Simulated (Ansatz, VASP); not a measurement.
**Al2Pt in VASP and in Ansatz**

```xyz
9
Lattice="2.9732 -2.9732 0.0000 2.9732 0.0000 -2.9732 6.3794 6.3794 6.3794" Properties=species:S:1:pos:R:3 pbc="T T T"
Al    6.4420    0.4956    0.4956
Al    3.4688   -2.4776    0.4956
Al    6.4420    3.4688    3.4688
Al    9.4152    3.4688    3.4688
Al    9.4152    0.4956    0.4956
Al    3.4688    0.4956    0.4956
Pt    4.9554    4.9554    4.9554
Pt    4.9554    1.9822    1.9822
Pt    4.9554   -0.9910   -0.9910
```

Alike in both runs: task single point; functional PBE; k mesh 13 × 13 × 5; occupations gaussian, width 0.15 eV; no spin polarisation.

```csv
,VASP,Ansatz
version,VASP 6.6.1,Ansatz 0.2.0
potentials or method,"VASP PAW PBE potentials, release 64 (Al, Pt), cutoff 520 eV","scalar-relativistic, plane waves, PAW"
valence electrons in the cell,48,72
```

```tsv
	VASP	Ansatz	Ansatz less VASP
gap on the k mesh at the Fermi level (eV)	none	none	-
pressure (GPa)	-3.6	-3.4	+0.13
traceless stress, the component that is largest in VASP (GPa)	-1.57	-1.57	-0.001
rms of the force components (eV/Å)	0.215	0.217	+0.0015
```

Atom by atom the forces differ by 0.002 eV/Å (rms over components). A gap of «none» marks a metal or a gap that the smearing closes. VASP's potentials hold 48 valence electrons a cell and Ansatz's 72, so a difference there can come from the potentials and not from the codes.

Spin-orbit coupling is off throughout.
